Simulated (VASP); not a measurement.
# CuO (P1) in VASP: a series of runs, part 2 of 2

VASP 6.6.1. The steps go on from the part before.

## Step 4: Single point, PBE (10.05 Å³/atom)

This run uses another cell than the first one, of 10.05 Å³/atom.

INCAR reads:

```
ALGO = Normal
EDIFF = 1E-6
ENCUT = 520
GGA = PE
ISIF = 2
ISMEAR = -1
LASPH = True
LCHARG = False
LREAL = False
LWAVE = False
NBANDS = 25
NELM = 100
PREC = Accurate
SIGMA = 0.05
```

KPOINTS reads:

```
k-points
0
Gamma
  10 10 6
```

POSCAR reads:

```
CuO
1.0
    0.0000000000     -2.1580717154     -2.1580717154
   -2.1580717154      0.0000000000     -2.1580717154
    2.1580717154      2.1580717154     -4.3161434309
Cu O
2 2
Direct
    0.5038875400      0.4769880100      0.4880064000
    0.0038875400      0.9769880100      0.9880064000
    0.7461124600      0.7730119900      0.7619936000
    0.2461124600      0.2730119900      0.2619936000
```

Potentials or basis: VASP PAW PBE potentials, release 64 (Cu, O).

The run is started by

```
$ cat potpaw_PBE.64/Cu/POTCAR potpaw_PBE.64/O/POTCAR > POTCAR
$ mpirun -np 1 vasp_std > vasp.out
```

OUTCAR:

```text
EDIFF = 1E-6
   ENCUT = 520
   GGA = PE
   ISIF = 2
   ISMEAR = -1
   LASPH = True
   LREAL = False
   NELM = 100
   PREC = Accurate

 ion  position               nearest neighbor table
   1  0.504  0.477  0.488-   4 1.97   4 2.10   3 2.12   4 2.21   3 2.23   3 2.35
   2  0.004  0.977  0.988-   3 1.97   3 2.10   4 2.12   3 2.21   4 2.23   4 2.35
   3  0.746  0.773  0.762-   2 1.97   2 2.10   1 2.12   2 2.21   1 2.23   1 2.35
   4  0.246  0.273  0.262-   1 1.97   1 2.10   2 2.12   1 2.21   2 2.23   2 2.35

[... 909 lines left out ...]
  Direction    XX          YY          ZZ          XY          YZ          ZX
  --------------------------------------------------------------------------------------
  -------------------------------------------------------------------------------------
  Total       -1.5849318     -1.4426077     -0.0343574      0.0342400      0.1748642     -0.1120884
  in kB      -63.1631148    -57.4911795     -1.3692190      1.3645433      6.9687341     -4.4669782
  external PRESSURE =     -40.6745045 kB  Pullay stress =       0.0000000 kB

 VOLUME and BASIS-vectors are now :
 -----------------------------------------------------------------------------
  energy-cutoff  :      520.00
  volume of cell :       40.20
      direct lattice vectors                 reciprocal lattice vectors
     0.000000000 -2.158071715 -2.158071715     0.115844158 -0.347532473 -0.115844158
    -2.158071715  0.000000000 -2.158071715    -0.347532473  0.115844158 -0.115844158
     2.158071715  2.158071715 -4.316143431     0.115844158  0.115844158 -0.115844158

 POSITION                                       TOTAL-FORCE (eV/Angst)
 -----------------------------------------------------------------------------------
      0.02378     -0.03427     -4.22311        -0.169705      0.240829     -0.895913
      0.02378      2.12380     -6.38118        -0.169705      0.240829     -0.895913
     -0.02378      0.03427     -6.56725         0.169705     -0.240829      0.895913
     -0.02378      0.03427     -2.25111         0.169705     -0.240829      0.895913
 -----------------------------------------------------------------------------------
    total drift:                               -0.000169      0.000636      0.001096

  FREE ENERGIE OF THE ION-ELECTRON SYSTEM (eV)
  ---------------------------------------------------
  free  energy   TOTEN  =       -18.8531951656 eV

  energy  without entropy=      -18.8254699906  energy(sigma->0) =      -18.83933258
```

OSZICAR:

```text
N       E                     dE             d eps       ncg     rms          rms(c)
DAV:   1     0.296573863079E+03    0.29657E+03   -0.16344E+04 16104   0.217E+03
DAV:   2     0.116012094937E+02   -0.28497E+03   -0.26419E+03 15648   0.401E+02
DAV:   3    -0.232839895199E+02   -0.34885E+02   -0.32773E+02 18677   0.153E+02
DAV:   4    -0.244923643445E+02   -0.12084E+01   -0.11984E+01 18594   0.308E+01
DAV:   5    -0.245119940032E+02   -0.19630E-01   -0.19620E-01 19144   0.348E+00    0.158E+01
DAV:   6    -0.220756718047E+02    0.24363E+01   -0.34173E+01 21441   0.135E+02    0.133E+01
DAV:   7    -0.188023292931E+02    0.32733E+01   -0.89745E+00 18486   0.108E+02    0.238E+00
DAV:   8    -0.188972133170E+02   -0.94884E-01   -0.14524E+00 16928   0.857E+00    0.152E+00
DAV:   9    -0.188639229994E+02    0.33290E-01   -0.64827E-02 25245   0.820E+00    0.815E-01
DAV:  10    -0.188530907098E+02    0.10832E-01   -0.22307E-02 24140   0.450E+00    0.290E-01
DAV:  11    -0.188531190673E+02   -0.28357E-04   -0.77086E-03 17961   0.717E-01    0.500E-02
DAV:  12    -0.188531395274E+02   -0.20460E-04   -0.26625E-04 21724   0.166E-01    0.474E-02
DAV:  13    -0.188531970173E+02   -0.57490E-04   -0.76060E-05 18529   0.835E-02    0.140E-02
DAV:  14    -0.188531951699E+02    0.18475E-05   -0.76829E-06 19074   0.358E-02    0.477E-03
DAV:  15    -0.188531951656E+02    0.43019E-08   -0.20259E-06 11683   0.150E-02
   1 F= -.18853195E+02 E0= -.18839333E+02  d E =-.277252E-01
```

stdout:

```text
POSCAR found type information on POSCAR CuO
 POSCAR found :  2 types and       4 ions
 scaLAPACK will be used
 LDA part: xc-table for (Slater+PW92), standard interpolation
 -----------------------------------------------------------------------------
|                                                                             |
|           W    W    AA    RRRRR   N    N  II  N    N   GGGG   !!!           |
|           W    W   A  A   R    R  NN   N  II  NN   N  G    G  !!!           |
|           W    W  A    A  R    R  N N  N  II  N N  N  G       !!!           |
|           W WW W  AAAAAA  RRRRR   N  N N  II  N  N N  G  GGG   !            |
|           WW  WW  A    A  R   R   N   NN  II  N   NN  G    G                |
|           W    W  A    A  R    R  N    N  II  N    N   GGGG   !!!           |
|                                                                             |
|     Your reciprocal lattice and k-lattice belong to different lattice       |
|     classes:                                                                |
|                                                                             |
|        The reciprocal lattice is rhombohedral (trigonal),                   |
|        whereas your k-lattice is base-centered monoclinic.                  |
|                                                                             |
|     Results are often still useful ...                                      |
|                                                                             |
 -----------------------------------------------------------------------------

 POSCAR, INCAR and KPOINTS ok, starting setup
 FFT: planning ... GRIDC
 FFT: planning ... GRID_SOFT
 FFT: planning ... GRID
 WAVECAR not read
 entering main loop
```

It took 4.5 min on 1 thread of Intel Xeon 8259CL, shared host; peak memory 0.36 GiB.

What came out:

```
Free energy            : -18.8532 eV
Pressure               : -4.1 GPa
Largest force          : 0.943 eV/Å
Band gap on the k mesh : zero (bands 17 and 18 overlap by 1.05 eV)
```

Forces in eV/Å, atoms in the order of the input:
```
Cu  -0.170  0.241 -0.896
Cu  -0.170  0.241 -0.896
O    0.170 -0.241  0.896
O    0.170 -0.241  0.896
```

Caveat: the stress differs along the axes, from -6 to -0 GPa; semilocal functionals often make such compounds metallic where correlation or magnetic order opens a gap, which also shifts bond lengths. With open d or f shells a metallic result of PBE can be an artefact of self-interaction; +U or a hybrid may open a gap.

## Step 5: Overview

| cell | gap on the mesh (eV) | pressure (GPa) | largest force (eV/Å) |
| --- | --- | --- | --- |
| a = 3.013, b = 3.013, c = 5.219 Å, angles 73.2, 73.2, 60.0°, 4 atoms | none | 2.3 | 1.14 |
| a = 3.033, b = 3.033, c = 5.253 Å, angles 73.2, 73.2, 60.0°, 4 atoms | none | -1.1 | 1.04 |
| a = 3.052, b = 3.052, c = 5.286 Å, angles 73.2, 73.2, 60.0°, 4 atoms | none | -4.1 | 0.94 |

Alike in all rows: task single point; level PBE; potentials or basis VASP PAW PBE potentials, release 64 (Cu, O); no spin polarisation; k mesh 10 × 10 × 6; cutoff (eV) 520; smearing fermi-dirac 0.05 eV.

Caveats: semilocal functionals often make such compounds metallic where correlation or magnetic order opens a gap, which also shifts bond lengths; forces of over 1 eV/Å act on the atoms, so gaps and moduli don't describe the material at rest (at least some runs); the stress differs along the axes, from -0 to 7 GPa (at least some runs); the stress differs along the axes, from -4 to 3 GPa (at least some runs); the stress differs along the axes, from -6 to -0 GPa (at least some runs).

Total energies depend on the potentials used, so only differences within one code and one set of settings carry meaning.
